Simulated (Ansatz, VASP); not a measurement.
One calculation of Sc4GeSe, two programs

```
Sc Ge Se
1.0
    -3.34126    3.34126    2.79809
     3.34126   -3.34126    2.79809
     3.34126    3.34126   -2.79809
Sc Ge Se
4 1 1
Direct
  0.41209 0.91209 0.82418
  0.08791 0.58791 0.17582
  0.58791 0.41209 0.50000
  0.91209 0.08791 0.50000
  0.50000 0.50000 0.00000
  0.00000 0.00000 0.00000
```

Change from the starting cell: species swapped into the Ta4CoNi type (I422, No. 97).

Alike in both runs: functional PBE; k mesh 10 × 10 × 10; occupations gaussian, width 0.1 eV; no spin polarisation.

Ansatz relaxed the structure, and its values are those at the end. VASP's run is a single point on that final structure, the one shown.

|  | VASP | Ansatz |
| --- | --- | --- |
| version | VASP 6.6.1 | Ansatz 0.2.0 |
| potentials or method | VASP PAW PBE potentials, release 64 (Sc_sv, Ge_d, Se), cutoff 520 eV | scalar-relativistic, plane waves, PAW |
| valence electrons in the cell | 64 | 74 |

Ansatz gave:

```
gap on the k mesh at the Fermi level (eV) : none
pressure (GPa)                            : 0.0
rms of the force components (eV/Å)        : 0.000
```

Problem. Estimate VASP's values.

Solution. gap on the k mesh at the Fermi level (eV): none; pressure (GPa): 0.1; rms of the force components (eV/Å): 0.003.

A gap of «none» marks a metal or a gap that the smearing closes. With one functional, cell and mesh, what is left measures potentials, basis and numerics. VASP's potentials hold 64 valence electrons a cell and Ansatz's 74, so a difference there can come from the potentials and not from the codes.
